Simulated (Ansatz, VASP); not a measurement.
**One calculation of Hf, two programs**

INCAR

```
SYSTEM = Hf
PREC = Accurate
ENCUT = 520
EDIFF = 1E-8
ISMEAR = -1
SIGMA = 0.05
LREAL = .FALSE.
LASPH = .TRUE.
NELM = 60
ALGO = Normal
ISIF = 2
LWAVE = .FALSE.
LCHARG = .FALSE.
GGA = CA
LEFG = .TRUE.
NBANDS = 11
```

KPOINTS

```
Automatic mesh
0
G
  14 14 14
  0 0 0
```

Contents of POSCAR:

```
Hf
1.0
   -1.7526385178      1.7526385178      1.7526385178
    1.7526385178     -1.7526385178      1.7526385178
    1.7526385178      1.7526385178     -1.7526385178
Hf
1
Direct
    0.0000000000      0.0000000000      0.0000000000
```

Input for Ansatz:

```yaml
crystal:
  lattice:
    - [-1.7526385178, 1.7526385178, 1.7526385178]
    - [1.7526385178, -1.7526385178, 1.7526385178]
    - [1.7526385178, 1.7526385178, -1.7526385178]
  atoms:
    - { symbol: Hf, position: [0.0, 0.0, 0.0] }
kpoints:
  mp_grid: { grid: [14, 14, 14] }
scf:
  occupations: { method: fermi_dirac, width: 0.05 }
hamiltonian:
  xc: lda
  pseudopotentials: { kind: paw }
output:
  forces: true
  stress: true
  eigenvalues: true
  efg: { contact_densities: true }
```

Change from the starting cell: volume scaled by 0.975, PAW files.

Alike in both runs: task electric field gradients; functional LDA; k mesh 14 × 14 × 14; occupations fermi-dirac, width 0.05 eV; no spin polarisation.

|  | VASP | Ansatz |
| --- | --- | --- |
| version | VASP 6.6.1 | Ansatz 0.2.0 |
| potentials or method | VASP PAW LDA potentials, release 64 (Hf_pv) | PAW with Ansatz's default frozen-core files, scalar-relativistic |
| plane-wave cutoff (eV) | 520 | 420 |
| valence electrons in the cell | 10 | 26 |

|  | VASP | Ansatz | Ansatz less VASP |
| --- | --- | --- | --- |
| pressure (GPa) | -5.5 | -5.6 | -0.11 |

LDA's correlation is that of Perdew and Zunger in VASP and of Perdew and Wang (1992) in Ansatz. VASP's potentials hold 10 valence electrons a cell and Ansatz's 26, so a difference there can come from the potentials and not from the codes.

Neither program's run includes spin-orbit coupling.
